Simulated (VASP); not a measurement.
Wanted: the native input for a VASP 6.6.1 run.

```yaml
Task: single point
Functional: PBE
Dispersion: D3(BJ)
Potentials_or_basis: VASP PAW PBE potentials, release 64 (O, H, N)
Cutoff: 520 eV
k_mesh: 1 × 1 × 1
Occupations: fermi-dirac, width 0.05 eV
Spin: no spin polarisation
Dipole_correction: no
Further_INCAR_settings: LREAL = Auto; ALGO = Normal; EDIFF = 1e-07; NBANDS = 34
```

The structure of H11NO4 lies in POSCAR:

```
H11NO4
1.0
    5.4175020000      0.0000000000      0.0000000000
    0.0000000000      5.4175020000      0.0000000000
    0.0000000000      0.0000000000      5.4175020000
O H N
4 11 1
Direct
    0.5071894759      1.1503272172      0.3864327138
    0.7533730491      0.9764832574      0.8986983300
    1.0731883440      0.7113056903      0.5948867209
    0.4349421560      0.6073832552      1.0020854630
    0.5189661213      0.9758556619      0.3263312132
    0.6577939427      1.2334836240      0.3201475514
    0.6708811552      1.0928468508      0.7798428132
    0.6521640417      0.8214487046      0.8982184040
    1.2068846491      0.8069032554      0.5090722625
    0.9690074872      0.8435806761      0.6718225485
    0.3167880695      0.5773140462      0.8743513154
    0.5107704621      0.4475863599      1.0491366685
    0.9180061216      0.5983200375      0.2529948305
    1.0710471357      0.3178771323      0.2564835232
    0.9104195993      0.4085277680      0.0223350171
    0.9163632981      0.4050759926      0.2088231809
```

These files were run (other wordings do the same):

INCAR

```
PREC = Accurate
ENCUT = 520
EDIFF = 1E-7
ISMEAR = -1
SIGMA = 0.05
LREAL = Auto
LASPH = T
NELM = 100
ALGO = Normal
ISIF = 2
LWAVE = F
LCHARG = F
GGA = PE
IVDW = 12
NBANDS = 34
```

KPOINTS

```
Automatic mesh
0
Gamma
  1 1 1
```

Potentials or basis: VASP PAW PBE potentials, release 64 (O, H, N).

Command:

```bash
$ cat potpaw_PBE.64/O/POTCAR potpaw_PBE.64/H/POTCAR potpaw_PBE.64/N/POTCAR > POTCAR
$ mpirun -np 1 vasp_gam > vasp.out
```

It gave:

The pressure is -1.4 GPa, the largest force is 2.967 eV/Å and the band gap on the k mesh is 3.98 eV. The dispersion energy per atom is -0.034 eV.

Caveat: the k points lie up to 1.16 Å⁻¹ apart.

Wall time 9.4 s on 1 thread of Intel(R) Xeon(R) 6975P-C (Granite Rapids), on a shared host, peak memory 0.24 GiB.
